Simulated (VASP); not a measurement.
A run of VASP 6.6.1:

The input INCAR:

```
PREC     = Accurate       # precision mode
ENCUT    = 600            # plane-wave cutoff, eV
EDIFF    = 1E-6           # SCF threshold, eV
ISMEAR   = -1             # smearing method
SIGMA    = 0.05           # smearing width, eV
LREAL    = False          # projectors in reciprocal space
LASPH    = True           # aspherical terms in the spheres
NELM     = 100            # most SCF steps
ALGO     = Normal         # electronic algorithm
ISIF     = 3              # what is computed and relaxed
LWAVE    = False          # write WAVECAR
LCHARG   = False          # write CHGCAR
GGA      = RP             # functional
IVDW     = 12             # dispersion correction
IBRION   = 2              # ionic algorithm
NSW      = 60             # ionic steps
EDIFFG   = -0.01          # ionic threshold
```

Contents of KPOINTS:

```
Automatic mesh
0
Gamma
  9 9 5
```

POSCAR

```
In
1.0
    3.3354847820      0.0000000000      0.0000000000
   -1.6677423910      2.8886145552      0.0000000000
    0.0000000000      0.0000000000      5.5091429200
In
2
Direct
    0.6666666667      0.3333333333      0.7500000000
    0.3333333333      0.6666666667      0.2500000000
```

Potentials or basis: VASP PAW PBE potentials, release 64 (In_d).

Run with:

```sh
$ cat potpaw_PBE.64/In_d/POTCAR > POTCAR
$ mpirun -np 1 vasp_std > vasp.out
```

Hardware: 1 thread of AMD EPYC 7R13 (shared host).

Question: Estimate the wall time of this run.

Answer: Wall time 6.6 min on 1 thread of AMD EPYC 7R13 (shared host), peak memory 0.19 GiB. Counts: scf iterations 67, k points 36, ion steps 8.
